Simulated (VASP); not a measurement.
# CaSe (I-4m2) in VASP: further runs

Runs on CaSe. Level: LDA. Tasks: single point.

Everything below comes from runs of VASP 6.6.1. Logs are shortened: lines on timing, memory, paths and dates and some standing lists are left out, and cuts for length are marked.

## Step 1: The cell of the first run

The structure is tetragonal, space group I-4m2 (No. 119). Conventional cell: a = 5.239 Å, b = 5.239 Å, c = 5.238 Å, α = 90.00°, β = 90.00°, γ = 90.00°. Ca (site symmetry -4m2) has 4 Se at 2.93 Å within 3.9 Å. Se (site symmetry -4m2) has 4 Ca at 2.93 Å within 3.9 Å.

## Step 2: Single point, LDA

Contents of INCAR:

```
SYSTEM = CaSe
PREC = Accurate
ENCUT = 520
EDIFF = 1E-6
ISMEAR = 0
SIGMA = 0.05
LREAL = .False.
LASPH = .True.
NELM = 60
ALGO = Normal
ISIF = 2
LWAVE = .False.
LCHARG = .False.
NBANDS = 15
```

Contents of KPOINTS:

```
regular mesh
0
Gamma
  8 8 8
  0 0 0
```

Contents of POSCAR:

```
CaSe
1.0
    0.0000000000      3.7043112332      2.6189480419
    3.7043112332      0.0000000000      2.6189480419
    3.7043112332      3.7043112332      0.0000000000
Ca Se
1 1
Direct
    0.0000000000      0.0000000000      0.0000000000
    0.7500000000      0.7500000000      0.7500000000
```

Potentials or basis: VASP PAW LDA potentials, release 64 (Ca_sv, Se).

Started as:

```
$ cat potpaw_LDA.64/Ca_sv/POTCAR potpaw_LDA.64/Se/POTCAR > POTCAR
$ mpirun -np 1 vasp_std > vasp.out
```

OUTCAR:

```text
SYSTEM = CaSe
   PREC = Accurate
   ENCUT = 520
   EDIFF = 1E-6
   ISMEAR = 0
   LREAL = .False.
   LASPH = .True.
   NELM = 60
   ISIF = 2

 ion  position               nearest neighbor table
   1  0.000  0.000  0.000-   2 2.93   2 2.93   2 2.93   2 2.93
   2  0.750  0.750  0.750-   1 2.93   1 2.93   1 2.93   1 2.93

  LATTYP: Found a body centered tetragonal cell.
 ALAT       =     5.2386871852
 C/A-ratio  =     0.9998489886

  Lattice vectors:

 A1 = (   0.0000000000,  -3.7043112332,  -2.6189480419)
 A2 = (   0.0000000000,   3.7043112332,  -2.6189480419)
 A3 = (   3.7043112332,   0.0000000000,   2.6189480419)

Analysis of symmetry for initial positions (statically):
=====================================================================
 Subroutine PRICEL returns:
 Original cell was already a primitive cell.

 Routine SETGRP: Setting up the symmetry group for a
 body centered tetragonal supercell.

 Subroutine GETGRP returns: Found  8 space group operations
 (whereof  8 operations were pure point group operations)
 out of a pool of 16 trial point group operations.

The static configuration has the point symmetry D_2d.

Analysis of symmetry for dynamics (positions and initial velocities):
=====================================================================
 Subroutine PRICEL returns:
 Original cell was already a primitive cell.

 Routine SETGRP: Setting up the symmetry group for a
 body centered tetragonal supercell.

 Subroutine GETGRP returns: Found  8 space group operations
 (whereof  8 operations were pure point group operations)
 out of a pool of 16 trial point group operations.

The dynamic configuration has the point symmetry D_2d.

 Subroutine INISYM returns: Found  8 space group operations
 (whereof  8 operations are pure point group operations),
 and found     1 'primitive' translations

----------------------------------------------------------------------------------------

                                     Primitive cell

  volume of cell :      71.8740

  direct lattice vectors                    reciprocal lattice vectors
     0.000000000  3.704311233  2.618948042    -0.134977859  0.134977859  0.190916350
     3.704311233  0.000000000  2.618948042     0.134977859 -0.134977859  0.190916350
     3.704311233  3.704311233  0.000000000     0.134977859  0.134977859 -0.190916350

  length of vectors
     4.536607825  4.536607825  5.238687185     0.269976105  0.269976105  0.269976105

  position of ions in fractional coordinates (direct lattice)
     0.000000000  0.000000000  0.000000000
     0.750000000  0.750000000  0.750000000

  ion indices of the primitive-cell ions
   primitive index   ion index
                 1           1
                 2           2

----------------------------------------------------------------------------------------

 KPOINTS: regular mesh

Automatic generation of k-mesh.
 Grid dimensions read from file:
 generate k-points for:    8    8    8

 Generating k-lattice:

  Cartesian coordinates                     Fractional coordinates (reciprocal lattice)
    -0.016872232  0.016872232  0.023864544     0.125000000  0.000000000  0.000000000
     0.016872232 -0.016872232  0.023864544     0.000000000  0.125000000  0.000000000
     0.016872232  0.016872232 -0.023864544     0.000000000  0.000000000  0.125000000

  Length of vectors
     0.033747013  0.033747013  0.033747013

  Shift w.r.t. Gamma in fractional coordinates (k-lattice)
     0.000000000  0.000000000  0.000000000

 Subroutine IBZKPT returns following result:
 ===========================================

 Found     59 irreducible k-points:

 Following reciprocal coordinates:
            Coordinates               Weight
  0.000000  0.000000  0.000000      1.000000
  0.125000  0.000000  0.000000      8.000000
  0.250000  0.000000  0.000000      8.000000
  0.375000 -0.000000  0.000000      8.000000
  0.500000  0.000000  0.000000      4.000000
  0.125000  0.125000  0.000000      2.000000
[... 16 lines left out ...]
  0.250000  0.000000  0.125000     16.000000
  0.375000 -0.000000  0.125000     16.000000
 [... further k-points ...]
   k-points           NKPTS =     59   k-points in BZ     NKDIM =     59   number of bands    NBANDS=     15
   number of dos      NEDOS =    301   number of ions     NIONS =      2
   total plane-waves  NPLWV =  51840
   dimension x,y,z NGX =    36 NGY =   36 NGZ =   40
   dimension x,y,z NGXF=    72 NGYF=   72 NGZF=   80
   ions per type =               1   1
   NGX,Y,Z   is equivalent  to a cutoff of  13.19, 13.19, 12.69 a.u.
   NGXF,Y,Z  is equivalent  to a cutoff of  26.38, 26.38, 25.39 a.u.
 SYSTEM =  CaSe
   PREC   = accura    normal or accurate (medium, high low for compatibility)
   ISTART =      0    job   : 0-new  1-cont  2-samecut
   ICHARG =      2    charge: 1-file 2-atom 10-const
   ISPIN  =      1    spin polarized calculation?
   LNONCOLLINEAR =      F non collinear calculations
[... 33 lines left out ...]
   LEPSILON=     F    determine dielectric tensor
   LRPA    =     F    only Hartree local field effects (RPA)
 non-spin polarized calculation
 Gauss-broadening in eV      SIGMA  =   0.05
  energy-cutoff  :      520.00
  volume of cell :       71.87
 maximum number of plane-waves:      1961
 NGX is ok and might be reduce to    36

 number of electron      16.0000000 magnetization

 Free energy of the ion-electron system (eV)
  ---------------------------------------------------
  ext. energy  EPLUGINS =         0.00000000
  ---------------------------------------------------
  free energy    TOTEN  =        -9.73325900 eV

  energy without entropy =       -9.73325900  energy(sigma->0) =       -9.73325900

 E-fermi :   0.1907     XC(G=0):  -8.0222

 val. band max:       -0.0304674544   @ k =   0.2500   0.0000   0.2500
 cond. band min:       2.2336980748   @ k =   0.0000   0.0000   0.0000
 fundamental gap:      2.2641655292
 Fermi energy:         0.1906758709

 k-point     1 :       0.0000    0.0000    0.0000
  band No.  band energies     occupation
      1     -39.4175      2.00000
      2     -20.7558      2.00000
      3     -20.6768      2.00000
      4     -20.6768      2.00000
      5     -10.7656      2.00000
      6      -0.3999      2.00000
      7      -0.3999      2.00000
      8      -0.1480      2.00000
      9       2.2337      0.00000
     10       3.8043      0.00000
     11       4.9965      0.00000
     12       5.7061      0.00000
     13       5.7061      0.00000
     14       6.3924      0.00000
     15       8.3656      0.00000

 k-point     2 :       0.1250    0.0000    0.0000
  band No.  band energies     occupation
      1     -39.4172      2.00000
      2     -20.7580      2.00000
      3     -20.6797      2.00000
      4     -20.6782      2.00000
      5     -10.7277      2.00000
      6      -0.6803      2.00000
      7      -0.4527      2.00000
      8      -0.2050      2.00000
      9       2.7493      0.00000
     10       3.8449      0.00000
     11       4.9437      0.00000
     12       5.5047      0.00000
     13       5.7945      0.00000
     14       6.4224      0.00000
     15       8.1820      0.00000

 k-point     3 :       0.2500    0.0000    0.0000
  band No.  band energies     occupation
      1     -39.4167      2.00000
      2     -20.7641      2.00000
      3     -20.6861      2.00000
      4     -20.6817      2.00000
      5     -10.6359      2.00000
      6      -1.2177      2.00000
      7      -0.5745      2.00000
      8      -0.1931      2.00000
      9       3.5962      0.00000
     10       3.9839      0.00000
     11       4.8408      0.00000
     12       5.2547      0.00000
     13       5.8735      0.00000
     14       6.4521      0.00000
     15       7.3019      0.00000
[... 343 lines left out ...]
 k-point    23 :       0.2500    0.0000    0.1250
  band No.  band energies     occupation
      1     -39.4168      2.00000
      2     -20.7610      2.00000
      3     -20.6895      2.00000
      4     -20.6785      2.00000
      5     -10.6525      2.00000
      6      -1.1324      2.00000
      7      -0.5006      2.00000
      8      -0.1100      2.00000
      9       3.4083      0.00000
     10       3.7420      0.00000
     11       4.8634      0.00000
     12       5.0944      0.00000
     13       5.6558      0.00000
     14       6.4523      0.00000
     15       7.8912      0.00000

 k-point    24 :       0.3750   -0.0000    0.1250
  band No.  band energies     occupation
      1     -39.4162      2.00000
      2     -20.7674      2.00000
      3     -20.6949      2.00000
      4     -20.6824      2.00000
      5     -10.5601      2.00000
      6      -1.4629      2.00000
      7      -0.6691      2.00000
      8      -0.1634      2.00000
      9       3.8476      0.00000
     10       3.9530      0.00000
     11       4.7038      0.00000
     12       5.2766      0.00000
     13       5.6638      0.00000
     14       6.3340      0.00000
     15       7.5359      0.00000

 [... further k-points ...]

------------------------ aborting loop because EDIFF is reached ----------------------------------------

  FORCE on cell =-STRESS in cart. coord.  units (eV):
  Direction    XX          YY          ZZ          XY          YZ          ZX
  --------------------------------------------------------------------------------------
  -------------------------------------------------------------------------------------
  Total       -2.3569256     -2.3569256     -1.5747294      0.0000000      0.0000000      0.0000000
  in kB      -52.5393439    -52.5393439    -35.1030378      0.0000000      0.0000000      0.0000000
  external PRESSURE =     -46.7272419 kB  Pullay stress =       0.0000000 kB

 VOLUME and BASIS-vectors are now :
 -----------------------------------------------------------------------------
  energy-cutoff  :      520.00
  volume of cell :       71.87
      direct lattice vectors                 reciprocal lattice vectors
     0.000000000  3.704311233  2.618948042    -0.134977859  0.134977859  0.190916350
     3.704311233  0.000000000  2.618948042     0.134977859 -0.134977859  0.190916350
     3.704311233  3.704311233  0.000000000     0.134977859  0.134977859 -0.190916350

 POSITION                                       TOTAL-FORCE (eV/Angst)
 -----------------------------------------------------------------------------------
      0.00000      0.00000      0.00000        -0.000000      0.000000      0.000000
      5.55647      5.55647      3.92842         0.000000     -0.000000     -0.000000
 -----------------------------------------------------------------------------------
    total drift:                               -0.000001     -0.000001      0.000000

  FREE ENERGIE OF THE ION-ELECTRON SYSTEM (eV)
  ---------------------------------------------------
  free  energy   TOTEN  =        -9.7332589999 eV

  energy  without entropy=       -9.7332589999  energy(sigma->0) =       -9.73325900
```

It took 21 s on 1 thread of Intel Xeon 6975P-C (Granite Rapids), shared host; peak memory 0.22 GiB.

Results:

```
Free energy            : -9.7333 eV
Pressure               : -4.7 GPa
Band gap on the k mesh : 2.26 eV (least direct gap 2.38 eV)
```

Levels at points of the mesh, in eV from the valence-band top:
```csv
k point,band 6,band 7,band 8,band 9,band 10,band 11
"(0.00, 0.00, 0.00)",-0.37,-0.37,-0.12,2.26,3.83,5.03
"(0.50, 0.00, 0.00)",-1.68,-0.70,-0.16,4.18,4.36,4.68
"(0.50, 0.50, 0.00)",-1.04,-0.96,-0.96,3.59,3.87,5.30
"(0.50, 0.00, 0.50)",-1.95,-0.28,-0.05,2.99,3.93,5.27
```

Caveat: the cell stands under tension. A k mesh can miss the band edges.

## Step 3: Single point, LDA

This run uses another cell than the first one, of the same volume but with other edges.

Contents of INCAR:

```
SYSTEM = CaSe
ALGO     = Normal         ! electronic algorithm
EDIFF    = 1E-6           ! SCF threshold, eV
ENCUT    = 520            ! plane-wave cutoff, eV
ISIF     = 2              ! what is computed and relaxed
ISMEAR   = 0              ! smearing method
LASPH    = .TRUE.         ! aspherical terms in the spheres
LCHARG   = .TRUE.         ! write CHGCAR
LELF     = .TRUE.         ! ELF
LREAL    = .FALSE.        ! projectors in reciprocal space
LVHAR    = .TRUE.       
LWAVE    = .FALSE.        ! write WAVECAR
NBANDS   = 15             ! bands
NELM     = 100            ! most SCF steps
PREC     = Accurate       ! precision mode
SIGMA    = 0.05           ! smearing width, eV
```

Contents of KPOINTS:

```
k-points
0
G
  8 8 8
  0 0 0
```

Contents of POSCAR:

```
CaSe
1.0
    0.0000000000      2.9401137742      4.1573208767
    2.9401137742      0.0000000000      4.1573208767
    2.9401137742      2.9401137742      0.0000000000
Ca Se
1 1
Direct
    0.0000000000      0.0000000000      0.0000000000
    0.7500000000      0.7500000000      0.7500000000
```

Potentials or basis: VASP PAW LDA potentials, release 64 (Ca_sv, Se).

Started as:

```
$ cat potpaw_LDA.64/Ca_sv/POTCAR potpaw_LDA.64/Se/POTCAR > POTCAR
$ mpirun -np 1 vasp_std > vasp.out
```

Run time: 23 s. Hardware: 1 thread of Intel Xeon 6975P-C (Granite Rapids), shared host; peak memory 0.22 GiB.

The run converged. Its results:

| Property | Result |
| --- | --- |
| Free energy | -9.4588 eV |
| Pressure | -4.5 GPa |
| Band gap on the k mesh | 1.41 eV (least direct gap 1.77 eV) |

Stress tensor (GPa, compression positive):
```
 -1.34   0.00   0.00
  0.00  -1.34   0.00
  0.00   0.00 -10.71
```

Levels at points of the mesh, in eV from the valence-band top:
| k point | band 6 | band 7 | band 8 | band 9 | band 10 | band 11 |
| --- | --- | --- | --- | --- | --- | --- |
| (0.00, 0.00, 0.00) | -1.23 | -0.36 | -0.36 | 1.41 | 3.76 | 4.27 |
| (0.50, 0.00, 0.00) | -2.10 | -1.35 | -0.03 | 3.17 | 3.64 | 4.24 |
| (0.50, 0.50, 0.00) | -2.59 | -0.06 | -0.06 | 2.32 | 3.48 | 4.59 |
| (0.50, 0.00, 0.50) | -1.83 | -1.23 | -1.03 | 2.76 | 3.01 | 4.56 |

Caveat: the cell stands under tension. A k mesh can miss the band edges.

## Step 4: Single point, LDA

This run uses another cell than the first one, of the same volume but with other edges.

Contents of INCAR:

```
SYSTEM = CaSe
PREC     = Accurate       ! precision mode
ENCUT    = 520            ! plane-wave cutoff, eV
EDIFF    = 1E-7           ! SCF threshold, eV
ISMEAR   = 0              ! smearing method
SIGMA    = 0.05           ! smearing width, eV
LREAL    = .False.        ! projectors in reciprocal space
LASPH    = .True.         ! aspherical terms in the spheres
NELM     = 80             ! most SCF steps
ALGO     = Normal         ! electronic algorithm
ISIF     = 2              ! what is computed and relaxed
LWAVE    = .False.        ! write WAVECAR
LCHARG   = .True.         ! write CHGCAR
GGA      = CA             ! functional
LELF     = .True.         ! ELF
LVHAR    = .True.       
NBANDS   = 15             ! bands
```

Contents of KPOINTS:

```
Automatic mesh
0
Gamma
  8 8 8
  0 0 0
```

Contents of POSCAR:

```
CaSe
1.0
    0.0000000000      3.4837017335      2.9611464735
    3.4837017335      0.0000000000      2.9611464735
    3.4837017335      3.4837017335      0.0000000000
Ca Se
1 1
Direct
    0.0000000000      0.0000000000      0.0000000000
    0.7500000000      0.7500000000      0.7500000000
```

Started as:

```
$ cat potpaw_LDA.64/Ca_sv/POTCAR potpaw_LDA.64/Se/POTCAR > POTCAR
$ mpirun -np 1 vasp_std > vasp.out
```

It took 26 s on 1 thread of Intel Xeon 6975P-C (Granite Rapids), shared host; peak memory 0.22 GiB.

It converged, with:

- Free energy: -9.7937 eV
- Pressure: -3.1 GPa
- Band gap on the k mesh: 2.67 eV (least direct gap 2.79 eV)

Stress tensor (GPa, compression positive):
```
-3.29  0.00  0.00
 0.00 -3.29  0.00
 0.00  0.00 -2.59
```

Levels at points of the mesh, in eV from the valence-band top:
```
           k point  band 6  band 7  band 8  band 9  band 10  band 11
(0.00, 0.00, 0.00)   -0.26   -0.26   -0.12    2.67     4.59     5.31
(0.50, 0.00, 0.00)   -1.42   -0.37    0.00    4.66     4.95     5.03
(0.50, 0.50, 0.00)   -1.19   -0.47   -0.47    3.41     4.50     5.70
(0.50, 0.00, 0.50)   -1.55   -0.11   -0.04    3.14     4.45     5.66
```

Caveat: the cell stands under tension. A k mesh can miss the band edges.

## Step 5: Single point, LDA

This run uses another cell than the first one, of the same volume but with other edges.

Contents of INCAR:

```
SYSTEM = CaSe
ALGO = Normal
EDIFF = 1E-6
ENCUT = 520
ISIF = 2
ISMEAR = 0
LASPH = .TRUE.
LCHARG = .FALSE.
LREAL = .FALSE.
LWAVE = .FALSE.
NBANDS = 15
NELM = 80
PREC = Accurate
SIGMA = 0.05
```

Contents of KPOINTS:

```
k-points
0
G
  8 8 8
  0 0 0
```

Contents of POSCAR:

```
CaSe
1.0
    0.0000000000      3.1054188953      3.7265026744
    3.1054188953      0.0000000000      3.7265026744
    3.1054188953      3.1054188953      0.0000000000
Ca Se
1 1
Direct
    0.0000000000      0.0000000000      0.0000000000
    0.7500000000      0.7500000000      0.7500000000
```

Started as:

```
$ cat potpaw_LDA.64/Ca_sv/POTCAR potpaw_LDA.64/Se/POTCAR > POTCAR
$ mpirun -np 1 vasp_std > vasp.out
```

Wall time 20 s (1 thread of Intel Xeon 6975P-C (Granite Rapids), shared host); peak memory 0.21 GiB.

It converged, with:

| Quantity | Value |
| --- | --- |
| Free energy | -9.7475 eV |
| Pressure | -3.2 GPa |
| Band gap on the k mesh | 2.40 eV (least direct gap 2.66 eV) |

Stress tensor (GPa, compression positive):
```
-2.15  0.00  0.00
 0.00 -2.15  0.00
 0.00  0.00 -5.18
```

Levels at points of the mesh, in eV from the valence-band top:
```csv
k point,band 4,band 5,band 6,band 7,band 8,band 9,band 10,band 11,band 12,band 13
"(0.00, 0.00, 0.00)",-20.39,-10.69,-0.60,-0.26,-0.26,2.40,4.39,5.19,5.92,6.90
"(0.50, 0.00, 0.00)",-20.40,-10.43,-1.61,-0.65,-0.03,4.41,4.42,4.92,5.37,5.81
"(0.50, 0.50, 0.00)",-20.43,-10.39,-1.87,-0.02,-0.02,2.88,4.32,5.37,5.37,5.55
"(0.50, 0.00, 0.50)",-20.40,-10.33,-1.49,-0.60,-0.50,3.12,4.11,5.39,5.69,5.72
```

Caveat: the cell stands under tension. A k mesh can miss the band edges.

## Step 6: The runs side by side

```csv
cell,gap on the mesh (eV),pressure (GPa)
"a = 4.537, b = 4.537, c = 5.239 Å, angles 54.7, 54.7, 70.5°, 2 atoms",2.26,-4.7
"a = 5.092, b = 5.092, c = 4.158 Å, angles 65.9, 65.9, 48.2°, 2 atoms",1.41,-4.5
"a = 4.572, b = 4.572, c = 4.927 Å, angles 57.4, 57.4, 65.2°, 2 atoms",2.67,-3.1
"a = 4.851, b = 4.851, c = 4.392 Å, angles 63.1, 63.1, 53.8°, 2 atoms",2.40,-3.2
```

Alike in all rows: task single point; level LDA; potentials or basis VASP PAW LDA potentials, release 64 (Ca_sv, Se); no spin polarisation; k mesh 8 × 8 × 8; cutoff (eV) 520; smearing gaussian 0.05 eV.

Caveats: the cell stands under tension.

Absolute energies hang on the potentials; compare differences alone.
